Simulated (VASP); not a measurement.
Input of a VASP 6.6.1 run:

Contents of POSCAR:

```
Al3GaN4
1.0
    4.4012372935      0.0000000000      0.0000000000
    0.0000000000      4.4012372935      0.0000000000
    0.0000000000      0.0000000000      4.4012372935
Al Ga N
3 1 4
Direct
    0.5000000000      0.5000000000      0.0000000000
    0.5000000000      0.0000000000      0.5000000000
    0.0000000000      0.5000000000      0.5000000000
    0.0032794771      0.0032794771      0.0032794771
    0.7444581597      0.7444581597      0.2555418403
    0.7444581597      0.2555418403      0.7444581597
    0.2555418403      0.7444581597      0.7444581597
    0.2555418403      0.2555418403      0.2555418403
```

Contents of INCAR.step1:

```
  PREC = Accurate
  ENCUT = 520
  ISMEAR = 0
  SIGMA = 0.05
  LREAL = F
  LASPH = T
  NELM = 80
  NBANDS = 31
  GGA = PE
  ALGO = Normal
  EDIFF = 1E-4
  LWAVE = T
  LCHARG = F
```

INCAR.step2

```
  PREC = Accurate
  ENCUT = 520
  EDIFF = 1E-7
  ISMEAR = 0
  SIGMA = 0.05
  LREAL = F
  LASPH = T
  NELM = 80
  ALGO = Normal
  ISIF = 2
  LWAVE = F
  LCHARG = F
  METAGGA = R2SCAN
  LMIXTAU = T
  NBANDS = 31
  ISTART = 1
```

KPOINTS

```
Automatic mesh
0
Gamma
  6 6 6
```

Potentials or basis: VASP PAW PBE potentials, release 64 (Al, Ga_d, N).

The run is started by

```sh
$ cat potpaw_PBE.64/Al/POTCAR potpaw_PBE.64/Ga_d/POTCAR potpaw_PBE.64/N/POTCAR > POTCAR
$ cp INCAR.step1 INCAR
$ mpirun -np 1 vasp_std > vasp.out
$ cp INCAR.step2 INCAR
$ mpirun -np 1 vasp_std > vasp.out
```

Q: Predict the largest force.

A: 0.523 eV/Å.

Q: Estimate the pressure.

A: 0.0 GPa.

Q: Estimate the band gap on the k mesh.

A: 3.95 eV, direct.

Stress tensor (GPa, compression positive):
```
0.01 0.27 0.27
0.27 0.01 0.27
0.27 0.27 0.01
```

Caveat: the cell differs from its parent crystal (all Ga atoms moved +0.025 Å, as atom 4 along Cartesian [1 1 1]); the PAW data sets were made with another functional, which shifts forces and pressure a little. A k mesh can miss the band edges.
